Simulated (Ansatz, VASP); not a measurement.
# Two plane-wave programs on Ga2GeSe2

```
Ga Ge Se
1.0
     4.62078    0.00000    0.00000
    -2.31039    4.00171    0.00000
     0.00000    0.00000    6.70262
Ga Ge Se
2 1 2
Direct
  0.33333 0.66667 0.94518
  0.66667 0.33333 0.05482
  0.00000 0.00000 0.50000
  0.33333 0.66667 0.45200
  0.66667 0.33333 0.54800
```

Alike in both runs: task single point; functional PBE; k mesh 6 × 6 × 4; occupations gaussian, width 0.1 eV; no spin polarisation.

|  | VASP | Ansatz |
| --- | --- | --- |
| version | VASP 6.6.1 | Ansatz 0.2.0 |
| potentials or method | VASP PAW PBE potentials, release 64 (Ga_d, Ge_d, Se), cutoff 520 eV | scalar-relativistic, plane waves, PAW |
| valence electrons in the cell | 52 | 72 |

|  | VASP | Ansatz | Ansatz less VASP |
| --- | --- | --- | --- |
| gap on the k mesh at the Fermi level (eV) | none | none | - |
| pressure (GPa) | 3.2 | 3.2 | -0.04 |
| traceless stress, the component that is largest in VASP (GPa) | -7.05 | -7.01 | +0.039 |
| rms of the force components (eV/Å) | 0.562 | 0.561 | -0.0010 |

Atom by atom the forces differ by 0.002 eV/Å (rms over components). A gap of «none» marks a metal or a gap that the smearing closes. The functional is the same, so the differences come from potentials, cutoffs and numerics. VASP's potentials hold 52 valence electrons a cell and Ansatz's 72, so a difference there can come from the potentials and not from the codes.
